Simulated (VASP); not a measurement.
Hf2O, 9 atoms in the cell. The structure is trigonal, space group P-31m (No. 162). Conventional cell: a = 5.599 Å, b = 5.599 Å, c = 5.156 Å, α = 90.00°, β = 90.00°, γ = 120.00°. Within 3.0 Å of Hf (site symmetry m) lie 3 O at 2.25 to 2.29 Å. O (site symmetry -3m) has 6 Hf at 2.25 Å within 3.0 Å. O (site symmetry 32) has 6 Hf at 2.29 Å within 3.0 Å. 

- Program: VASP 6.6.1
- Task: single point
- Functional: r2SCAN
- Potentials or basis: VASP PAW PBE potentials, release 64 (Hf_pv, O)
- Cutoff: 520 eV
- k mesh: 6 × 6 × 6
- Occupations: gaussian, width 0.1 eV
- Spin: no spin polarisation
- Dipole correction: no
- Further INCAR settings: ALGO = Normal; EDIFF = 1e-07; NBANDS = 49

Potentials or basis: VASP PAW PBE potentials, release 64 (Hf_pv, O).

Launch:

```bash
$ cat potpaw_PBE.64/Hf_pv/POTCAR potpaw_PBE.64/O/POTCAR > POTCAR
$ cp INCAR.step1 INCAR
$ mpirun -np 1 vasp_std > vasp.out
$ cp INCAR.step2 INCAR
$ mpirun -np 1 vasp_std > vasp.out
```

Hardware: 1 thread of Intel Xeon 6975P-C, with other jobs on the host.

Question: How long does it take, and how much memory?

Answer: It took 16 min on 1 thread of Intel Xeon 6975P-C (shared host), peak memory 0.39 GiB. Counts: k points 34.
